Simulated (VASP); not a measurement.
A run of VASP 6.6.1 is set up as follows.

INCAR

```
  ALGO = Normal
  EDIFF = 1E-6
  ENCUT = 600
  GGA = CA
  GGA_COMPAT = F
  ISIF = 2
  ISMEAR = 1
  LASPH = T
  LCHARG = T
  LELF = T
  LREAL = F
  LVHAR = T
  LWAVE = F
  NBANDS = 16
  NELM = 120
  PREC = Accurate
  SIGMA = 0.05
```

File KPOINTS:

```
k-points
0
Gamma
  20 20 7
```

Contents of POSCAR:

```
BN
1.0
    2.4982400000      0.0000000000      0.0000000000
   -1.2491200000      2.1635393048      0.0000000000
    0.0000000000      0.0000000000      6.6357000000
N B
2 2
Direct
    0.6597840000      0.3207180000      0.2517580000
    0.3332800000      0.6657180000      0.7497540000
    0.6788360000      0.3462950000      0.7518390000
    0.3365260000      0.6643780000      0.2477510000
```

Potentials or basis: VASP PAW LDA potentials, release 64 (N, B).

Command:

```console
$ cat potpaw_LDA.64/N/POTCAR potpaw_LDA.64/B/POTCAR > POTCAR
$ mpirun -np 1 vasp_std > vasp.out
```

Q: What does it give for the pressure?

A: -2.4 GPa.

Q: What does it give for the largest force?

A: 1.365 eV/Å.

Q: What does it give for the band gap on the k mesh?

A: 3.97 eV (least direct gap 4.44 eV).

Forces on the atoms (eV/Å):
```
N    0.475  0.954 -0.381
N    0.599  1.205  0.216
B   -0.599 -1.207 -0.216
B   -0.475 -0.952  0.381
```

Caveat: forces of over 1 eV/Å act on the atoms, so gaps and moduli don't describe the material at rest. A hybrid or GW would open this gap; LDA tends to underestimate it.
